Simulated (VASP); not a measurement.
# B (Fd-3m) in VASP: further runs

Runs on B. Level: PBE. Tasks: single point.

Everything below comes from runs of VASP 6.6.1. Logs are shortened: lines on timing, memory, paths and dates and some standing lists are left out, and cuts for length are marked.

### 1 The cell of the first run

It takes space group Fd-3m (No. 227, cubic). Conventional cell: a = 3.281 Å, b = 3.281 Å, c = 3.281 Å, α = 90.00°, β = 90.00°, γ = 90.00°. Within 1.9 Å of B (site symmetry -43m) lie 4 B at 1.42 Å.

### 2 Single point, PBE

INCAR

```
PREC = Accurate ; ENCUT = 520
EDIFF = 1E-6 ; ISMEAR = -1
SIGMA = 0.1 ; LREAL = False
LASPH = True ; NELM = 80
ALGO = Normal ; ISIF = 2
LWAVE = False ; LCHARG = False
GGA = PE ; NBANDS = 10
```

KPOINTS

```
regular mesh
0
Gamma
  19 19 19
```

POSCAR

```
B
1.0
    0.0000000000      1.6403871897      1.6403871897
    1.6403871897      0.0000000000      1.6403871897
    1.6403871897      1.6403871897      0.0000000000
B
2
Direct
   -0.1250000000     -0.1250000000     -0.1250000000
    0.1250000000      0.1250000000      0.1250000000
```

Potentials or basis: VASP PAW PBE potentials, release 64 (B).

Command:

```sh
$ cat potpaw_PBE.64/B/POTCAR > POTCAR
$ mpirun -np 1 vasp_std > vasp.out
```

OUTCAR:

```text
PREC = Accurate
   ENCUT = 520
   EDIFF = 1E-6
   ISMEAR = -1
   LREAL = False
   LASPH = True
   NELM = 80
   ISIF = 2
   GGA = PE

 ion  position               nearest neighbor table
   1  0.875  0.875  0.875-   2 1.42   2 1.42   2 1.42   2 1.42
   2  0.125  0.125  0.125-   1 1.42   1 1.42   1 1.42   1 1.42

  LATTYP: Found a face centered cubic cell.
 ALAT       =     3.2807743794

  Lattice vectors:

 A1 = (   0.0000000000,   1.6403871897,   1.6403871897)
 A2 = (   1.6403871897,   0.0000000000,   1.6403871897)
 A3 = (   1.6403871897,   1.6403871897,   0.0000000000)

Analysis of symmetry for initial positions (statically):
=====================================================================
 Subroutine PRICEL returns:
 Original cell was already a primitive cell.

 Routine SETGRP: Setting up the symmetry group for a
 face centered cubic supercell.

 Subroutine GETGRP returns: Found 48 space group operations
 (whereof 12 operations were pure point group operations)
 out of a pool of 48 trial point group operations.

The static configuration has the point symmetry D_3d.
 The point group associated with its full space group is O_h .

Analysis of symmetry for dynamics (positions and initial velocities):
=====================================================================
 Subroutine PRICEL returns:
 Original cell was already a primitive cell.

 Routine SETGRP: Setting up the symmetry group for a
 face centered cubic supercell.

 Subroutine GETGRP returns: Found 48 space group operations
 (whereof 12 operations were pure point group operations)
 out of a pool of 48 trial point group operations.

The dynamic configuration has the point symmetry D_3d.
 The point group associated with its full space group is O_h .

 Subroutine INISYM returns: Found 48 space group operations
 (whereof 12 operations are pure point group operations),
 and found     1 'primitive' translations

----------------------------------------------------------------------------------------

                                     Primitive cell

  volume of cell :       8.8281

  direct lattice vectors                    reciprocal lattice vectors
     0.000000000  1.640387190  1.640387190    -0.304806087  0.304806087  0.304806087
     1.640387190  0.000000000  1.640387190     0.304806087 -0.304806087  0.304806087
     1.640387190  1.640387190  0.000000000     0.304806087  0.304806087 -0.304806087

  length of vectors
     2.319857811  2.319857811  2.319857811     0.527939629  0.527939629  0.527939629

  position of ions in fractional coordinates (direct lattice)
     0.875000000  0.875000000  0.875000000
     0.125000000  0.125000000  0.125000000

  ion indices of the primitive-cell ions
   primitive index   ion index
                 1           1
                 2           2

----------------------------------------------------------------------------------------

 KPOINTS: regular mesh

Automatic generation of k-mesh.
 Grid dimensions read from file:
 generate k-points for:   19   19   19

 Generating k-lattice:

  Cartesian coordinates                     Fractional coordinates (reciprocal lattice)
    -0.016042426  0.016042426  0.016042426     0.052631579  0.000000000  0.000000000
     0.016042426 -0.016042426  0.016042426     0.000000000  0.052631579  0.000000000
     0.016042426  0.016042426 -0.016042426     0.000000000  0.000000000  0.052631579

  Length of vectors
     0.027786296  0.027786296  0.027786296

  Shift w.r.t. Gamma in fractional coordinates (k-lattice)
     0.000000000  0.000000000  0.000000000

 Subroutine IBZKPT returns following result:
 ===========================================

 Found    220 irreducible k-points:

 Following reciprocal coordinates:
            Coordinates               Weight
  0.000000  0.000000  0.000000      1.000000
  0.052632  0.000000  0.000000      8.000000
  0.105263  0.000000  0.000000      8.000000
  0.157895  0.000000  0.000000      8.000000
  0.210526  0.000000  0.000000      8.000000
  0.263158  0.000000  0.000000      8.000000
[... 16 lines left out ...]
 -0.315789  0.052632  0.000000     24.000000
 -0.263158  0.052632  0.000000     24.000000
 [... further k-points ...]
   k-points           NKPTS =    220   k-points in BZ     NKDIM =    220   number of bands    NBANDS=     10
   number of dos      NEDOS =    301   number of ions     NIONS =      2
   total plane-waves  NPLWV =   5832
   dimension x,y,z NGX =    18 NGY =   18 NGZ =   18
   dimension x,y,z NGXF=    36 NGYF=   36 NGZF=   36
   ions per type =               2
   NGX,Y,Z   is equivalent  to a cutoff of  12.90, 12.90, 12.90 a.u.
   NGXF,Y,Z  is equivalent  to a cutoff of  25.80, 25.80, 25.80 a.u.
 SYSTEM =  unknown system
   PREC   = accura    normal or accurate (medium, high low for compatibility)
   ISTART =      0    job   : 0-new  1-cont  2-samecut
   ICHARG =      2    charge: 1-file 2-atom 10-const
   ISPIN  =      1    spin polarized calculation?
   LNONCOLLINEAR =      F non collinear calculations
   LSORBIT =      F    spin-orbit coupling
   LASPH  =      T    aspherical Exc in radial PAW
   ENCUT  =  520.0 eV  38.22 Ry    6.18 a.u.   4.31  4.31  4.31*2*pi/ulx,y,z
   NELM   =     80;   NELMIN=  2; NELMDL= -5     # of ELM steps
   EDIFF  = 0.1E-05   stopping-criterion for ELM
   LREAL  =      F    real-space projection
   EDIFFG = 0.1E-04   stopping-criterion for IOM
   NSW    =      0    number of steps for IOM
   IBRION =     -1    ionic relax: 0-MD 1-quasi-New 2-CG
   NFREE  =      0    steps in history (QN), initial steepest desc. (CG)
   ISIF   =      2    stress and relaxation
   ISYM   =      2    0-nonsym 1-usesym 2-fastsym
   POTIM  = 0.5000    time-step for ionic-motion
   TEBEG  =    0.0;   TEEND  =   0.0 temperature during run
   PSTRESS=    0.0 pullay stress
   NELECT =       6.0000    total number of electrons
   NUPDOWN=      -1.0000    fix difference up-down
   EMIN   =  10.00;   EMAX   =-10.00  energy-range for DOS
   EFERMI =   0.00;   METHOD = LEGACY
   ISMEAR =    -1;   SIGMA  =   0.10  broadening in eV -4-tet -1-fermi 0-gaus
   EFERMI_NEDOS =   21; number of points for ismear=-14 and -15
   IALGO  =     38    algorithm
   IMIX   =      4    mixing-type and parameters
     AMIX     =   0.40;   BMIX     =  1.00
     AMIX_MAG =   1.60;   BMIX_MAG =  1.00
  volume/ion in A,a.u.               =       4.41        29.79
  Fermi-wavevector in a.u.,A,eV,Ry     =   1.439358  2.719993 28.187897  2.071752
  Thomas-Fermi vector in A             =   2.558223
   LORBIT       =      0    0 simple, 1 ext, 2 COOP (PROOUT), +10 PAW based schemes
   GGA     = PE    functional components
   LHFCALC =     F    Hartree Fock is set to
   AEXX    =    0.0000 exact exchange contribution
   IVDW    =     0    specifies the selected vdW correction
   LEPSILON=     F    determine dielectric tensor
   LRPA    =     F    only Hartree local field effects (RPA)
 non-spin polarized calculation
  energy-cutoff  :      520.00
  volume of cell :        8.83
 maximum number of plane-waves:       259
 NGX is ok and might be reduce to    18
   NGX =  9   NGY =  9   NGZ =  9

 number of electron       6.0000000 magnetization

 Free energy of the ion-electron system (eV)
  ---------------------------------------------------
  ext. energy  EPLUGINS =         0.00000000
  ---------------------------------------------------
  free energy    TOTEN  =        -6.48964099 eV

  energy without entropy =       -6.47174797  energy(sigma->0) =       -6.48069448

 E-fermi :   9.8791     XC(G=0): -13.9683

 val. band max:        9.8701316112   @ k =  -0.3158   0.3158   0.0526
 cond. band min:       9.8847011004   @ k =   0.4211   0.2105   0.0526
 fundamental gap:      0.0145694893
 Fermi energy:         9.8790705904

 k-point     1 :       0.0000    0.0000    0.0000
  band No.  band energies     occupation
      1      -8.4272      2.00000
      2      16.6394      0.00000
      3      16.6394      0.00000
      4      16.6394      0.00000
      5      21.9393      0.00000
      6      21.9393      0.00000
      7      21.9393      0.00000
      8      40.1462      0.00000
      9      40.1709      0.00000
     10      42.0050      0.00000

 k-point     2 :       0.0526    0.0000    0.0000
  band No.  band energies     occupation
      1      -8.3430      2.00000
      2      15.7928      0.00000
      3      16.3962      0.00000
      4      16.3962      0.00000
      5      22.2520      0.00000
      6      22.2520      0.00000
      7      22.6993      0.00000
      8      39.0696      0.00000
      9      40.1522      0.00000
     10      40.1573      0.00000

 k-point     3 :       0.1053    0.0000    0.0000
  band No.  band energies     occupation
      1      -8.0907      2.00000
      2      13.9942      0.00000
      3      15.8165      0.00000
      4      15.8165      0.00000
      5      23.0071      0.00000
      6      23.0071      0.00000
      7      24.2400      0.00000
      8      37.4796      0.00000
      9      38.4048      0.00000
     10      38.4048      0.00000

 k-point     4 :       0.1579    0.0000    0.0000
  band No.  band energies     occupation
      1      -7.6712      2.00000
      2      11.9126      0.00000
      3      15.1284      0.00000
      4      15.1284      0.00000
      5      23.8734      0.00000
      6      23.8734      0.00000
      7      25.8932      0.00000
      8      36.0481      0.00000
      9      37.2314      0.00000
     10      37.2314      0.00000
[... 222 lines left out ...]
 k-point    22 :      -0.3684    0.0526    0.0000
  band No.  band energies     occupation
      1      -3.9232      2.00000
      2       3.1438      2.00000
      3      12.2440      0.00000
      4      13.1463      0.00000
      5      24.5777      0.00000
      6      24.7935      0.00000
      7      31.1683      0.00000
      8      32.8612      0.00000
      9      39.6465      0.00000
     10      42.3212      0.00000

 k-point    23 :      -0.3158    0.0526    0.0000
  band No.  band energies     occupation
      1      -5.0200      2.00000
      2       5.0127      2.00000
      3      12.4171      0.00000
      4      13.6304      0.00000
      5      24.6053      0.00000
      6      25.2310      0.00000
      7      30.3136      0.00000
      8      33.1886      0.00000
      9      37.5766      0.00000
     10      40.7616      0.00000

 k-point    24 :      -0.2632    0.0526    0.0000
  band No.  band energies     occupation
      1      -5.9771      2.00000
      2       7.0088      2.00000
      3      12.7319      0.00000
      4      14.2067      0.00000
      5      24.5163      0.00000
      6      25.5633      0.00000
      7      29.2442      0.00000
      8      33.5267      0.00000
      9      36.0923      0.00000
     10      39.6260      0.00000

 [... further k-points ...]

------------------------ aborting loop because EDIFF is reached ----------------------------------------

  FORCE on cell =-STRESS in cart. coord.  units (eV):
  Direction    XX          YY          ZZ          XY          YZ          ZX
  --------------------------------------------------------------------------------------
  -------------------------------------------------------------------------------------
  Total       18.2499435     18.2499435     18.2499435      0.0000000     -0.0000000      0.0000000
  in kB     3312.0966731   3312.0966731   3312.0966731      0.0000000     -0.0000000      0.0000000
  external PRESSURE =    3312.0966731 kB  Pullay stress =       0.0000000 kB

 VOLUME and BASIS-vectors are now :
 -----------------------------------------------------------------------------
  energy-cutoff  :      520.00
  volume of cell :        8.83
      direct lattice vectors                 reciprocal lattice vectors
     0.000000000  1.640387190  1.640387190    -0.304806087  0.304806087  0.304806087
     1.640387190  0.000000000  1.640387190     0.304806087 -0.304806087  0.304806087
     1.640387190  1.640387190  0.000000000     0.304806087  0.304806087 -0.304806087

 POSITION                                       TOTAL-FORCE (eV/Angst)
 -----------------------------------------------------------------------------------
      2.87068      2.87068      2.87068        -0.000000     -0.000000     -0.000000
      0.41010      0.41010      0.41010         0.000000      0.000000      0.000000
 -----------------------------------------------------------------------------------
    total drift:                                0.000000      0.000000      0.000000

  FREE ENERGIE OF THE ION-ELECTRON SYSTEM (eV)
  ---------------------------------------------------
  free  energy   TOTEN  =        -6.4896409947 eV

  energy  without entropy=       -6.4717479726  energy(sigma->0) =       -6.48069448
```

It took 7.8 s on 1 thread of Intel Xeon 6975P-C, shared host; peak memory 0.13 GiB.

What came out:

- Free energy: -6.4896 eV
- Pressure: 331.2 GPa
- Band gap on the k mesh: zero (band 3 reaches 16.64 eV, above the bottom of band 4 at 4.74 eV)

Levels at points of the mesh, in eV from the Fermi level:
| k point | band 1 | band 2 | band 3 | band 4 | band 5 | band 6 | band 7 | band 8 |
| --- | --- | --- | --- | --- | --- | --- | --- | --- |
| (0.00, 0.00, 0.00) | -18.31 | 6.76 | 6.76 | 6.76 | 12.06 | 12.06 | 12.06 | 30.27 |

(Continued in part 2 of 2.)
